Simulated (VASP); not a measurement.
Here is a VASP 6.6.1 calculation.

Contents of INCAR:

```
SYSTEM = LaSb
PREC     = Accurate       ! precision mode
ENCUT    = 500            ! plane-wave cutoff, eV
EDIFF    = 1E-7           ! SCF threshold, eV
ISMEAR   = 1              ! smearing method
SIGMA    = 0.05           ! smearing width, eV
LREAL    = .False.        ! projectors in reciprocal space
LASPH    = .True.         ! aspherical terms in the spheres
NELM     = 200            ! most SCF steps
ALGO     = Normal         ! electronic algorithm
ISIF     = 8              ! what is computed and relaxed
LWAVE    = .False.        ! write WAVECAR
LCHARG   = .False.        ! write CHGCAR
GGA      = PS             ! functional
IBRION   = 2              ! ionic algorithm
NSW      = 60             ! ionic steps
EDIFFG   = -0.03          ! ionic threshold
GGA_COMPAT= .False.      
NELMIN   = 4            
LMAXMIX  = 6              ! l up to which the mixer works
```

File KPOINTS:

```
Automatic mesh
0
Gamma
  6 6 6
  0 0 0
```

The input POSCAR:

```
LaSb
1.0
    0.0000000000      3.2450000000      3.2450000000
    3.2450000000      0.0000000000      3.2450000000
    3.2450000000      3.2450000000      0.0000000000
La Sb
1 1
Direct
    0.0000000000      0.0000000000      0.0000000000
    0.5000000000      0.5000000000      0.5000000000
```

Potentials or basis: VASP PAW PBE potentials, release 64 (La, Sb).

Launch:

```console
$ cat potpaw_PBE.64/La/POTCAR potpaw_PBE.64/Sb/POTCAR > POTCAR
$ mpirun -np 1 vasp_std > vasp.out
```

Problem. Estimate the space group after relaxing (to 0.1 Å).

Solution. Fm-3m (No. 225).

Problem. Estimate the relaxed volume.

Solution. 33.66 Å³/atom.

Problem. Estimate the relaxed cell.

Solution. a = 4.566 Å, b = 4.566 Å, c = 4.566 Å, α = 60.00°, β = 60.00°, γ = 60.00°.

The path:
| step | energy change (eV) | largest force (eV/Å) | pressure (GPa) | volume (Å³) |
| --- | --- | --- | --- | --- |
| 1 | 0.0000 | 0.0000 | -0.85 | 68.34 |
| 2 | -0.0011 | 0.0000 | 0.68 | 66.56 |
| 3 | -0.0027 | 0.0000 | 0.00 | 67.32 |

Caveat: the PAW data sets were made with another functional, which shifts forces and pressure a little.
